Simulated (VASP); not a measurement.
Here is a VASP 6.6.1 calculation.

INCAR

```
SYSTEM = InGa2P3
ALGO = Normal ; EDIFF = 1E-6
ENCUT = 520 ; GGA = PE
ISIF = 2 ; ISMEAR = 0
LASPH = .True. ; LCHARG = .False.
LREAL = .False. ; LWAVE = .False.
NBANDS = 36 ; NELM = 100
PREC = Accurate ; SIGMA = 0.1
```

The input KPOINTS:

```
k-points
0
Gamma
  6 6 6
  0 0 0
```

Contents of POSCAR:

```
InGa2P3
1.0
   -1.9337037100      1.9337037100      8.2040100200
    1.9337037100     -1.9337037100      8.2040100200
    1.9337037100      1.9337037100     -8.2040100200
In Ga P
1 2 3
Direct
    0.0000000000      0.0000000000      0.0000000000
    0.6666666700      0.6666666700      0.0000000000
    0.3333333300      0.3333333300      0.0000000000
    0.1666666700      0.1666666700      0.0000000000
    0.8333333300      0.8333333300      0.0000000000
    0.5000000000      0.5000000000      0.0000000000
```

Potentials or basis: VASP PAW PBE potentials, release 64 (In_d, Ga_d, P).

Launch:

```console
$ cat potpaw_PBE.64/In_d/POTCAR potpaw_PBE.64/Ga_d/POTCAR potpaw_PBE.64/P/POTCAR > POTCAR
$ mpirun -np 1 vasp_std > vasp.out
```

Task: Estimate the pressure.

Result: -5.9 GPa.

Task: Estimate the band gap on the k mesh.

Result: Zero (band 27 reaches 5.99 eV, above the bottom of band 28 at 3.33 eV).

Task: Predict the largest force.

Result: 0.426 eV/Å.

Forces in eV/Å, atoms in the order of the input:
```
In   0.000  0.000  0.000
Ga   0.000  0.000  0.116
Ga   0.000  0.000 -0.116
P    0.000  0.000  0.426
P    0.000  0.000 -0.426
P    0.000  0.000  0.000
```

Caveat: the k points lie up to 0.38 Å⁻¹ apart; spin-orbit coupling is left out, which moves the levels of the heavy elements.
